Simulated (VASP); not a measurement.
Here is a VASP 6.6.1 calculation.

The input POSCAR:

```
Al
1.0
    2.7744491242      0.0000000000      0.0000000000
   -1.3872245621      2.4027416404      0.0000000000
    0.0000000000      0.0000000000      4.8010736936
Al
2
Direct
    0.6666666667      0.3333333333      0.7500000000
    0.3333333333      0.6666666667      0.2500000000
```

INCAR.step1

```
PREC = Accurate
ENCUT = 550
ISMEAR = 1
SIGMA = 0.05
LREAL = False
LASPH = True
NELM = 120
NBANDS = 10
GGA = PE
ALGO = Normal
EDIFF = 1E-5
LWAVE = True
LCHARG = False
GGA_COMPAT = False
```

INCAR.step2

```
PREC = Accurate
ENCUT = 550
EDIFF = 1E-6
ISMEAR = 1
SIGMA = 0.05
LREAL = False
LASPH = True
NELM = 120
ALGO = Normal
ISIF = 2
LWAVE = False
LCHARG = True
METAGGA = R2SCAN
LMIXTAU = True
LELF = True
LVHAR = True
NBANDS = 10
ISTART = 1
GGA_COMPAT = False
```

Contents of KPOINTS:

```
regular mesh
0
Gamma
  12 12 6
```

Potentials or basis: VASP PAW PBE potentials, release 64 (Al).

The run is started by

```bash
$ cat potpaw_PBE.64/Al/POTCAR > POTCAR
$ cp INCAR.step1 INCAR
$ mpirun -np 1 vasp_std > vasp.out
$ cp INCAR.step2 INCAR
$ mpirun -np 1 vasp_std > vasp.out
```

Q: Predict the band gap on the k mesh.

A: Zero (bands 3 and 4 overlap by 7.21 eV).

Q: Predict the pressure.

A: -0.1 GPa.

Stress tensor (GPa, compression positive):
```
 1.65  0.00  0.00
 0.00  1.65  0.00
 0.00  0.00 -3.66
```

Caveat: the PAW data sets were made with another functional, which shifts forces and pressure a little.
